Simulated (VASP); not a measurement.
InP: single point with HF

Crystal: InP.

```xyz
2
Lattice="0.0000 2.9305 2.9305 2.9305 0.0000 2.9305 2.9305 2.9305 0.0000" Properties=species:S:1:pos:R:3 pbc="T T T"
In    0.0000    0.0000    0.0000
P     4.3957    4.3957    4.3957
```

```yaml
Program: VASP 6.6.1
Task: single point
Functional: HF
Potentials_or_basis: VASP PAW PBE potentials, release 64 (In_d, P)
Cutoff: 520 eV
k_mesh: 4 × 4 × 4
Occupations: fermi-dirac, width 0.05 eV
Spin: no spin polarisation
```

```yaml
Pressure: 4.6 GPa
Band_gap_on_the_k_mesh: 7.48 eV, direct
```

Levels at points of the mesh, in eV from the valence-band top:
```
           k point  band 5  band 6  band 7  band 8  band 9  band 10  band 11  band 12  band 13  band 14
(0.00, 0.00, 0.00)  -20.48  -16.27    0.00    0.00    0.00     7.48    10.85    10.85    10.85    16.13
(0.50, 0.00, 0.00)  -20.47  -13.97   -7.63   -1.29   -1.29     8.08    11.60    11.60    14.16    17.36
(0.50, 0.50, 0.00)  -20.45  -13.09   -7.56   -3.11   -3.11     7.65     8.64    17.47    18.22    18.22
```

Run time: 6.9 min on 1 thread of Intel(R) Xeon(R) Platinum 8488C (Sapphire Rapids), on a shared host, peak memory 0.18 GiB.

Caveat: the k points lie up to 0.46 Å⁻¹ apart; the PAW data sets were made with another functional, which shifts forces and pressure a little; spin-orbit coupling is left out, which moves the levels of the heavy elements. A k mesh can miss the band edges.
